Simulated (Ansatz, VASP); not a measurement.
## AlN in VASP and in Ansatz

File INCAR:

```
SYSTEM = AlN
PREC     = Accurate       ! precision mode
ENCUT    = 600            ! plane-wave cutoff, eV
EDIFF    = 1E-6           ! SCF threshold, eV
ISMEAR   = 1              ! smearing method
SIGMA    = 0.1            ! smearing width, eV
LREAL    = .FALSE.        ! projectors in reciprocal space
LASPH    = .TRUE.         ! aspherical terms in the spheres
NELM     = 60             ! most SCF steps
ALGO     = Normal         ! electronic algorithm
ISIF     = 3              ! what is computed and relaxed
LWAVE    = .FALSE.        ! write WAVECAR
LCHARG   = .FALSE.        ! write CHGCAR
GGA      = PS             ! functional
IVDW     = 12             ! dispersion correction
IBRION   = 2              ! ionic algorithm
NSW      = 80             ! ionic steps
EDIFFG   = -0.01          ! ionic threshold
```

Contents of KPOINTS:

```
Automatic mesh
0
G
  8 8 8
  0 0 0
```

Contents of POSCAR:

```
AlN
1.0
    0.0000000000      1.9690000000      1.9690000000
    1.9690000000      0.0000000000      1.9690000000
    1.9690000000      1.9690000000      0.0000000000
Al N
1 1
Direct
    0.0000000000      0.0000000000      0.0000000000
    0.5000000000      0.5000000000      0.5000000000
```

Input for Ansatz:

```yaml
crystal:
  lattice:
    - [0.0, 1.969, 1.969]
    - [1.969, 0.0, 1.969]
    - [1.969, 1.969, 0.0]
  atoms:
    - { symbol: Al, position: [0.0, 0.0, 0.0] }
    - { symbol: "N", position: [0.5, 0.5, 0.5] }
basis:
  ecutwfc: 489.804952427784
kpoints:
  mp_grid:
    grid: [8, 8, 8]
hamiltonian:
  xc: pbesol
  dispersion: d3bj
scf:
  occupations:
    method: methfessel_paxton
relax:
  cell: {}
```

Alike in both runs: task relaxation of cell and atoms; functional PBEsol; dispersion D3(BJ); k mesh 8 × 8 × 8; no spin polarisation.

|  | VASP | Ansatz |
| --- | --- | --- |
| version | VASP 6.6.1 | Ansatz 0.2.0 |
| potentials or method | VASP PAW PBE potentials, release 64 (Al, N), cutoff 600 eV | plane waves, PAW |
| occupations | methfessel-paxton of order 1, width 0.1 eV | methfessel-paxton of order 1 |
| valence electrons in the cell | 8 | 8 |

```csv
,VASP,Ansatz,Ansatz less VASP
relaxed volume (Å³/atom),8.10,8.10,0.000
relaxed cell length with the largest relative difference (Å),2.840,2.840,0.0000
```

VASP's potentials were made for PBE, not for PBEsol.
